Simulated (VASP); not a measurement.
# NaF (Fm-3m) in VASP: notebook, part 3 of 3

VASP 6.6.1. Earlier steps stand in the parts before.

**5. Electric field gradients, LDA (volume scaled by 0.98)**

The input, INCAR:

```
SYSTEM = NaF
PREC = Accurate ; ENCUT = 520
EDIFF = 1E-8 ; ISMEAR = -1
SIGMA = 0.02 ; LREAL = .FALSE.
LASPH = .TRUE. ; NELM = 80
ALGO = Normal ; ISIF = 2
LWAVE = .FALSE. ; LCHARG = .FALSE.
GGA = CA ; LEFG = .TRUE.
NBANDS = 14
```

The input, KPOINTS:

```
regular mesh
0
G
  10 10 10
  0 0 0
```

The input, POSCAR:

```
NaF
1.0
    0.0000000000      2.3077069127      2.3077069127
    2.3077069127      0.0000000000      2.3077069127
    2.3077069127      2.3077069127      0.0000000000
Na F
1 1
Direct
    0.0000000000      0.0000000000      0.0000000000
    0.5000000000      0.5000000000      0.5000000000
```

Potentials or basis: VASP PAW LDA potentials, release 64 (Na_pv, F).

Command:

```sh
> cat potpaw_LDA.64/Na_pv/POTCAR potpaw_LDA.64/F/POTCAR > POTCAR
> mpirun -np 1 vasp_std > vasp.out
```

OUTCAR:

```text
SYSTEM = NaF
   PREC = Accurate
   ENCUT = 520
   EDIFF = 1E-8
   ISMEAR = -1
   LREAL = .FALSE.
   LASPH = .TRUE.
   NELM = 80
   ISIF = 2
   GGA = CA

 ion  position               nearest neighbor table
   1  0.000  0.000  0.000-   2 2.31   2 2.31   2 2.31   2 2.31   2 2.31   2 2.31
   2  0.500  0.500  0.500-   1 2.31   1 2.31   1 2.31   1 2.31   1 2.31   1 2.31

  LATTYP: Found a face centered cubic cell.
 ALAT       =     4.6154138254

  Lattice vectors:

 A1 = (   0.0000000000,   2.3077069127,   2.3077069127)
 A2 = (   2.3077069127,   0.0000000000,   2.3077069127)
 A3 = (   2.3077069127,   2.3077069127,   0.0000000000)

Analysis of symmetry for initial positions (statically):
=====================================================================
 Subroutine PRICEL returns:
 Original cell was already a primitive cell.

 Routine SETGRP: Setting up the symmetry group for a
 face centered cubic supercell.

[... 596 lines left out ...]
      direct lattice vectors                 reciprocal lattice vectors
     0.000000000  2.307706913  2.307706913    -0.216665295  0.216665295  0.216665295
     2.307706913  0.000000000  2.307706913     0.216665295 -0.216665295  0.216665295
     2.307706913  2.307706913  0.000000000     0.216665295  0.216665295 -0.216665295

 POSITION                                       TOTAL-FORCE (eV/Angst)
 -----------------------------------------------------------------------------------
      0.00000      0.00000      0.00000         0.000000      0.000000      0.000000
      2.30771      2.30771      2.30771         0.000000     -0.000000      0.000000
 -----------------------------------------------------------------------------------
    total drift:                                0.000000     -0.000000      0.000000

  FREE ENERGIE OF THE ION-ELECTRON SYSTEM (eV)
  ---------------------------------------------------
  free  energy   TOTEN  =        -9.3124968972 eV

  energy  without entropy=       -9.3124968972  energy(sigma->0) =       -9.31249690

 Electric field gradients (V/A^2)
---------------------------------------------------------------------
 ion       V_xx      V_yy      V_zz      V_xy      V_xz      V_yz
---------------------------------------------------------------------
   1      -0.000    -0.000     0.000     0.002     0.002     0.002
   2       0.000     0.000    -0.000     0.008     0.008     0.008
---------------------------------------------------------------------

 Electric field gradients after diagonalization (V/A^2)
 (convention: |V_zz| > |V_xx| > |V_yy|)
----------------------------------------------------------------------
 ion       V_xx      V_yy      V_zz     asymmetry (V_yy - V_xx)/ V_zz
----------------------------------------------------------------------
   1      -0.002    -0.002     0.004       0.000
   2      -0.008    -0.008     0.016       0.000
----------------------------------------------------------------------

           NMR quadrupolar parameters

 Cq : quadrupolar parameter    Cq=e*Q*V_zz/h
 eta: asymmetry parameters     (V_yy - V_xx)/ V_zz
 Q  : nuclear electric quadrupole moment in mb (millibarn)
----------------------------------------------------------------------
 ion       Cq(MHz)       eta       Q (mb)
----------------------------------------------------------------------
   1       0.000       0.000       1.000
   2       0.000       0.000       1.000
----------------------------------------------------------------------
```

OSZICAR:

```text
N       E                     dE             d eps       ncg     rms          rms(c)
DAV:   1     0.105856196512E+03    0.10586E+03   -0.77202E+03  1322   0.118E+03
DAV:   2    -0.508129854453E+01   -0.11094E+03   -0.10388E+03  1448   0.335E+02
DAV:   3    -0.101227536241E+02   -0.50415E+01   -0.50322E+01  1634   0.657E+01
DAV:   4    -0.101602076959E+02   -0.37454E-01   -0.37452E-01  1490   0.610E+00
DAV:   5    -0.101605628517E+02   -0.35516E-03   -0.35516E-03  1616   0.594E-01    0.507E+00
DAV:   6    -0.935770444106E+01    0.80286E+00   -0.28167E+00  1544   0.150E+01    0.180E+00
DAV:   7    -0.932829437534E+01    0.29410E-01   -0.36061E-02  1370   0.198E+00    0.977E-01
DAV:   8    -0.931252862639E+01    0.15766E-01   -0.23131E-02  1470   0.324E+00    0.144E-01
DAV:   9    -0.931260723230E+01   -0.78606E-04   -0.23486E-03  1640   0.446E-01    0.106E-01
DAV:  10    -0.931249747476E+01    0.10976E-03   -0.54679E-04  1466   0.205E-01    0.609E-03
DAV:  11    -0.931249697360E+01    0.50116E-06   -0.14722E-05  1568   0.836E-02    0.287E-03
DAV:  12    -0.931249690271E+01    0.70890E-07   -0.11036E-06  1484   0.127E-02    0.914E-04
DAV:  13    -0.931249690474E+01   -0.20293E-08   -0.16299E-07  1592   0.355E-03    0.723E-04
DAV:  14    -0.931249689717E+01    0.75654E-08   -0.27325E-08  1196   0.168E-03
   1 F= -.93124969E+01 E0= -.93124969E+01  d E =-.124965E-10
```

stdout:

```text
POSCAR found type information on POSCAR NaF
 POSCAR found :  2 types and       2 ions
 scaLAPACK will be used
 LDA part: xc-table for (Slater(with rela. corr.)+CA(PZ))
 , standard interpolation
 POSCAR, INCAR and KPOINTS ok, starting setup
 FFT: planning ... GRIDC
 FFT: planning ... GRID_SOFT
 FFT: planning ... GRID
 WAVECAR not read
 entering main loop
ion   1

ion   2
```

It took 4.7 s on 1 thread of Intel Xeon 6975P-C (Granite Rapids), shared host; peak memory 0.13 GiB.

What came out:

```yaml
Free_energy: -9.3125 eV
Pressure: -3.9 GPa
Band_gap_on_the_k_mesh: 6.02 eV, direct
```

Levels at points of the mesh, in eV from the valence-band top:
| k point | band 5 | band 6 | band 7 | band 8 | band 9 | band 10 |
| --- | --- | --- | --- | --- | --- | --- |
| (0.00, 0.00, 0.00) | 0.00 | 0.00 | 0.00 | 6.02 | 18.62 | 18.62 |
| (0.50, 0.00, 0.00) | -1.69 | -0.27 | -0.27 | 10.46 | 12.20 | 19.79 |
| (0.50, 0.50, 0.00) | -1.35 | -0.43 | -0.43 | 12.85 | 12.88 | 13.36 |

Caveat: without QUAD_EFG the Cq values of the log hold for a quadrupole moment of 1 mb, not for the nuclei. A k mesh can miss the band edges.

**6. Electric field gradients, LDA (volume scaled by 0.96)**

The input, INCAR:

```
SYSTEM = NaF
PREC     = Accurate       ! precision mode
ENCUT    = 520            ! plane-wave cutoff, eV
EDIFF    = 1E-8           ! SCF threshold, eV
ISMEAR   = -1             ! smearing method
SIGMA    = 0.02           ! smearing width, eV
LREAL    = .False.        ! projectors in reciprocal space
LASPH    = .True.         ! aspherical terms in the spheres
NELM     = 100            ! most SCF steps
ALGO     = Normal         ! electronic algorithm
ISIF     = 2              ! what is computed and relaxed
LWAVE    = .False.        ! write WAVECAR
LCHARG   = .False.        ! write CHGCAR
GGA      = CA             ! functional
LEFG     = .True.       
NBANDS   = 14             ! bands
```

The input, KPOINTS:

```
regular mesh
0
Gamma
  10 10 10
  0 0 0
```

The input, POSCAR:

```
NaF
1.0
    0.0000000000      2.2919002049      2.2919002049
    2.2919002049      0.0000000000      2.2919002049
    2.2919002049      2.2919002049      0.0000000000
Na F
1 1
Direct
    0.0000000000      0.0000000000      0.0000000000
    0.5000000000      0.5000000000      0.5000000000
```

Potentials or basis: VASP PAW LDA potentials, release 64 (Na_pv, F).

Command:

```sh
> cat potpaw_LDA.64/Na_pv/POTCAR potpaw_LDA.64/F/POTCAR > POTCAR
> mpirun -np 1 vasp_std > vasp.out
```

OUTCAR:

```text
SYSTEM = NaF
   PREC = Accurate
   ENCUT = 520
   EDIFF = 1E-8
   ISMEAR = -1
   LREAL = .False.
   LASPH = .True.
   NELM = 100
   ISIF = 2
   GGA = CA

 ion  position               nearest neighbor table
   1  0.000  0.000  0.000-   2 2.29   2 2.29   2 2.29   2 2.29   2 2.29   2 2.29
   2  0.500  0.500  0.500-   1 2.29   1 2.29   1 2.29   1 2.29   1 2.29   1 2.29

  LATTYP: Found a face centered cubic cell.
 ALAT       =     4.5838004098

  Lattice vectors:

 A1 = (   0.0000000000,   2.2919002049,   2.2919002049)
 A2 = (   2.2919002049,   0.0000000000,   2.2919002049)
 A3 = (   2.2919002049,   2.2919002049,   0.0000000000)

Analysis of symmetry for initial positions (statically):
=====================================================================
 Subroutine PRICEL returns:
 Original cell was already a primitive cell.

 Routine SETGRP: Setting up the symmetry group for a
 face centered cubic supercell.

 Subroutine GETGRP returns: Found 48 space group operations
 (whereof 48 operations were pure point group operations)
 out of a pool of 48 trial point group operations.

The static configuration has the point symmetry O_h .

Analysis of symmetry for dynamics (positions and initial velocities):
=====================================================================
 Subroutine PRICEL returns:
 Original cell was already a primitive cell.

 Routine SETGRP: Setting up the symmetry group for a
 face centered cubic supercell.

 Subroutine GETGRP returns: Found 48 space group operations
 (whereof 48 operations were pure point group operations)
 out of a pool of 48 trial point group operations.

[... 552 lines left out ...]
      6      -2.7817      2.00000
      7      -2.7201      2.00000
      8       8.1034      0.00000
      9      11.1572      0.00000
     10      14.2886      0.00000
     11      17.1847      0.00000
     12      17.2211      0.00000
     13      23.2193      0.00000
     14      24.2450      0.00000

 [... further k-points ...]

------------------------ aborting loop because EDIFF is reached ----------------------------------------

  FORCE on cell =-STRESS in cart. coord.  units (eV):
  Direction    XX          YY          ZZ          XY          YZ          ZX
  --------------------------------------------------------------------------------------
  -------------------------------------------------------------------------------------
  Total       -0.4444541     -0.4444541     -0.4444541      0.0000000     -0.0000000     -0.0000000
  in kB      -29.5747043    -29.5747043    -29.5747043      0.0000000     -0.0000000     -0.0000000
  external PRESSURE =     -29.5747043 kB  Pullay stress =       0.0000000 kB

 VOLUME and BASIS-vectors are now :
 -----------------------------------------------------------------------------
  energy-cutoff  :      520.00
  volume of cell :       24.08
      direct lattice vectors                 reciprocal lattice vectors
     0.000000000  2.291900205  2.291900205    -0.218159586  0.218159586  0.218159586
     2.291900205  0.000000000  2.291900205     0.218159586 -0.218159586  0.218159586
     2.291900205  2.291900205  0.000000000     0.218159586  0.218159586 -0.218159586

 POSITION                                       TOTAL-FORCE (eV/Angst)
 -----------------------------------------------------------------------------------
      0.00000      0.00000      0.00000        -0.000000     -0.000000     -0.000000
      2.29190      2.29190      2.29190         0.000000      0.000000      0.000000
 -----------------------------------------------------------------------------------
    total drift:                                0.000000     -0.000000      0.000000

  FREE ENERGIE OF THE ION-ELECTRON SYSTEM (eV)
  ---------------------------------------------------
  free  energy   TOTEN  =        -9.3224538059 eV

  energy  without entropy=       -9.3224538059  energy(sigma->0) =       -9.32245381

 Electric field gradients (V/A^2)
---------------------------------------------------------------------
 ion       V_xx      V_yy      V_zz      V_xy      V_xz      V_yz
---------------------------------------------------------------------
   1      -0.000    -0.000     0.000     0.002     0.002     0.002
   2       0.000    -0.000     0.000     0.007     0.007     0.007
---------------------------------------------------------------------

 Electric field gradients after diagonalization (V/A^2)
 (convention: |V_zz| > |V_xx| > |V_yy|)
----------------------------------------------------------------------
 ion       V_xx      V_yy      V_zz     asymmetry (V_yy - V_xx)/ V_zz
----------------------------------------------------------------------
   1      -0.002    -0.002     0.004       0.000
   2      -0.007    -0.007     0.015       0.000
----------------------------------------------------------------------

           NMR quadrupolar parameters

 Cq : quadrupolar parameter    Cq=e*Q*V_zz/h
 eta: asymmetry parameters     (V_yy - V_xx)/ V_zz
 Q  : nuclear electric quadrupole moment in mb (millibarn)
----------------------------------------------------------------------
 ion       Cq(MHz)       eta       Q (mb)
----------------------------------------------------------------------
   1       0.000       0.000       1.000
   2       0.000       0.000       1.000
----------------------------------------------------------------------
```

stdout:

```text
POSCAR found type information on POSCAR NaF
 POSCAR found :  2 types and       2 ions
 scaLAPACK will be used
 LDA part: xc-table for (Slater(with rela. corr.)+CA(PZ))
 , standard interpolation
 POSCAR, INCAR and KPOINTS ok, starting setup
 FFT: planning ... GRIDC
 FFT: planning ... GRID_SOFT
 FFT: planning ... GRID
 WAVECAR not read
 entering main loop
ion   1

ion   2
```

Wall time 4.5 s (1 thread of Intel Xeon 6975P-C (Granite Rapids), shared host); peak memory 0.12 GiB.

Results:

```
Free energy            : -9.3225 eV
Pressure               : -3.0 GPa
Band gap on the k mesh : 6.13 eV, direct
```

Caveat: without QUAD_EFG the Cq values of the log hold for a quadrupole moment of 1 mb, not for the nuclei. A k mesh can miss the band edges.

**7. Overview**

| cell | gap on the mesh (eV) | pressure (GPa) |
| --- | --- | --- |
| a = 3.219 Å, angles 60.0°, 2 atoms | 6.25 | -1.9 |
| a = 3.264 Å, angles 60.0°, 2 atoms | 6.02 | -3.9 |
| a = 3.241 Å, angles 60.0°, 2 atoms | 6.13 | -3.0 |

Alike in all rows: task electric field gradients; level LDA; potentials or basis VASP PAW LDA potentials, release 64 (Na_pv, F); no spin polarisation; k mesh 10 × 10 × 10; cutoff (eV) 520; smearing fermi-dirac 0.02 eV.

Total energies depend on the potentials used, so only differences within one code and one set of settings carry meaning.
